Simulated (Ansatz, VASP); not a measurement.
NbC: VASP beside Ansatz

```
CELL_PARAMETERS angstrom
0.00000 2.23455 2.29041
2.23455 0.00000 2.29041
2.23455 2.23455 0.00000
ATOMIC_POSITIONS crystal
Nb 0.00000 0.00000 0.00000
C 0.50000 0.50000 0.50000
```

Alike in both runs: task single point; functional PBEsol; k mesh 13 × 13 × 13; no spin polarisation.

|  | VASP | Ansatz |
| --- | --- | --- |
| version | VASP 6.6.1 | Ansatz 0.2.0 |
| potentials or method | VASP PAW PBE potentials, release 64 (Nb_sv, C), cutoff 600 eV | plane waves, PAW |
| occupations | methfessel-paxton of order 1, width 0.15 eV | cold, width 0.15 eV |
| valence electrons in the cell | 17 | 17 |

Ansatz gave:

* pressure (GPa): -10.8
* traceless stress, the component that is largest in VASP (GPa): -8.23

**Question.** Which values does VASP return?

**Answer.** Pressure (GPa): -11.3; traceless stress, the component that is largest in VASP (GPa): -8.43.

VASP's potentials were made for PBE, not for PBEsol.
